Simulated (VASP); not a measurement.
## GaN: single point with PBE

The system is GaN.

```
Ga N
1.0
    -3.21854    0.00000    0.00000
     0.00000    0.00000   -5.24338
     0.00000   -5.57467    0.00000
Ga N
4 4
Direct
  0.50000 0.00161 0.16667
  0.00000 0.00161 0.66667
  0.00000 0.50161 0.33333
  0.50000 0.50161 0.83333
  0.50000 0.62040 0.16666
  0.00000 0.62040 0.66666
  0.00000 0.12040 0.33334
  0.50000 0.12040 0.83334
```

This cell differs from its parent crystal: atoms displaced along a vibrational mode.

| Property | Result |
| --- | --- |
| Program | VASP 6.6.1 |
| Task | single point |
| Functional | PBE |
| Potentials or basis | VASP PAW PBE potentials, release 64 (Ga_d, N) |
| Cutoff | 520 eV |
| k mesh | 8 × 6 × 6 |
| Occupations | gaussian, width 0.05 eV |
| Spin | no spin polarisation |
| Dipole correction | no |
| Further INCAR settings | ALGO = Normal; EDIFF = 1e-07; NBANDS = 46 |

- Pressure: 0.2 GPa
- Largest force: 0.234 eV/Å
- Band gap on the k mesh: 1.71 eV

Forces in eV/Å, atoms in the order of the input:
```
Ga   0.000 -0.001  0.234
Ga   0.000 -0.001  0.234
Ga   0.000  0.001  0.234
Ga   0.000  0.001  0.234
N    0.000  0.000 -0.234
N    0.000  0.000 -0.234
N    0.000  0.000 -0.234
N    0.000  0.000 -0.234
```

Stress tensor (GPa, compression positive):
```
 0.78  0.00  0.00
 0.00  0.78  0.00
 0.00  0.00 -1.11
```

Levels at points of the mesh, in eV from the valence-band top:
```
           k point  band 34  band 35  band 36  band 37  band 38  band 39
(0.00, 0.00, 0.00)    -0.04    -0.04     0.00     1.71     4.01     4.95
(0.50, 0.00, 0.00)    -2.10    -1.78    -1.78     5.83     5.83     6.39
(0.00, 0.50, 0.00)    -0.54    -0.54    -0.54     4.04     4.04     4.32
(0.50, 0.50, 0.00)    -1.55    -1.55    -1.55     5.71     5.71     5.71
(0.00, 0.00, 0.50)    -0.63    -0.54    -0.54     4.09     4.09     5.72
(0.50, 0.00, 0.50)    -2.05    -1.04    -1.04     4.95     4.95     5.36
(0.00, 0.50, 0.50)    -1.28    -1.28    -1.28     5.10     5.10     5.10
(0.50, 0.50, 0.50)    -1.80    -1.80    -1.80     4.32     4.32     4.32
```

Run time: 3 min on 1 thread of Intel(R) Xeon(R) 6975P-C (Granite Rapids) (shared host), peak memory 0.37 GiB.

Caveat: the cell differs from its parent crystal (atoms displaced along a vibrational mode).
